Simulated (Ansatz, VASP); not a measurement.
# RbBr in VASP and in Ansatz

```
CELL_PARAMETERS angstrom
4.07009 0.00000 0.00000
0.00000 4.07009 0.00000
0.00000 0.00000 4.07009
ATOMIC_POSITIONS crystal
Rb 0.00000 0.00000 0.00000
Br 0.50000 0.50000 0.50000
```

Alike in both runs: functional PBEsol; k mesh 12 × 12 × 12; occupations fermi-dirac, width 0.05 eV; no spin polarisation.

Ansatz relaxed the structure, and its values are those at the end. VASP's run is a single point on that final structure, the one shown.

|  | VASP | Ansatz |
| --- | --- | --- |
| version | VASP 6.6.1 | Ansatz 0.2.0 |
| potentials or method | VASP PAW PBE potentials, release 64 (Rb_sv, Br) | PAW with Ansatz's default frozen-core files, scalar-relativistic |
| plane-wave cutoff (eV) | 520 | 420 |
| valence electrons in the cell | 16 | 16 |

VASP gave:

| Item | Value |
| --- | --- |
| gap on the k mesh at the Fermi level (eV) | 4.04 |
| pressure (GPa) | 0.1 |

**Question.** Which values does Ansatz return?

**Answer.** gap on the k mesh at the Fermi level (eV): 4.04; pressure (GPa): 0.0.

VASP's potentials were made for PBE, not for PBEsol.
